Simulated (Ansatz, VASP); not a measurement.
**Mg: VASP beside Ansatz**

```xyz
1
Lattice="0.0000 2.2451 2.2451 2.2451 0.0000 2.2451 2.2451 2.2451 0.0000" Properties=species:S:1:pos:R:3 pbc="T T T"
Mg    0.0000    0.0000    0.0000
```

Alike in both runs: functional PBEsol; k mesh 16 × 16 × 16; occupations gaussian, width 0.1 eV; no spin polarisation.

Ansatz relaxed the structure, and its values are those at the end. VASP's run is a single point on that final structure, the one shown.

```csv
,VASP,Ansatz
version,VASP 6.6.1,Ansatz 0.2.0
potentials or method,"VASP PAW PBE potentials, release 64 (Mg), cutoff 520 eV","scalar-relativistic, plane waves, PAW"
valence electrons in the cell,2,10
```

Ansatz gave:

- gap on the k mesh at the Fermi level (eV): none
- pressure (GPa): 0.1

Question: Which values does VASP return?

Answer: gap on the k mesh at the Fermi level (eV): none; pressure (GPa): 0.0.

VASP's potentials were made for PBE, not for PBEsol. A gap of «none» marks a metal or a gap that the smearing closes. VASP's potentials hold 2 valence electrons a cell and Ansatz's 10, so a difference there can come from the potentials and not from the codes.
